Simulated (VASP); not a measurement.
Set up this calculation in VASP 6.6.1, as the native input.

| Property | Result |
| --- | --- |
| Task | single point |
| Functional | PBE |
| Potentials or basis | VASP PAW PBE potentials, release 64 (Hf_pv, O) |
| Cutoff | 520 eV |
| k mesh | 8 × 8 × 8 |
| Occupations | gaussian, width 0.05 eV |
| Spin | no spin polarisation |
| Dipole correction | no |
| Further INCAR settings | ALGO = Normal; EDIFF = 1e-06; NBANDS = 18 |

The structure of HfO2 lies in POSCAR:

```
HfO2
1.0
    0.0000000000      2.5714076277      2.5714076277
    2.5714076277      0.0000000000      2.5714076277
    2.5714076277      2.5714076277      0.0000000000
Hf O
1 2
Direct
    0.0000000000      0.0000000000      0.0000000000
    0.2500000000      0.2500000000      0.2500000000
    0.7500000000      0.7500000000      0.7500000000
```

The input as run:

INCAR

```
SYSTEM = HfO2
  PREC = Accurate
  ENCUT = 520
  EDIFF = 1E-6
  ISMEAR = 0
  SIGMA = 0.05
  LREAL = .False.
  LASPH = .True.
  NELM = 80
  ALGO = Normal
  ISIF = 2
  LWAVE = .False.
  LCHARG = .False.
  GGA = PE
  NBANDS = 18
```

KPOINTS

```
Automatic mesh
0
Gamma
  8 8 8
  0 0 0
```

Potentials or basis: VASP PAW PBE potentials, release 64 (Hf_pv, O).

The run is started by

```bash
$ cat potpaw_PBE.64/Hf_pv/POTCAR potpaw_PBE.64/O/POTCAR > POTCAR
$ mpirun -np 1 vasp_std > vasp.out
```

Results of the run:

| Quantity | Value |
| --- | --- |
| Pressure | -9.5 GPa |
| Band gap on the k mesh | 3.68 eV, direct |

Caveat: spin-orbit coupling is left out, which moves the levels of the heavy elements.

Wall time 16 s on 1 thread of AMD EPYC 7R13 Processor (Zen 3), on a shared host, peak memory 0.13 GiB.
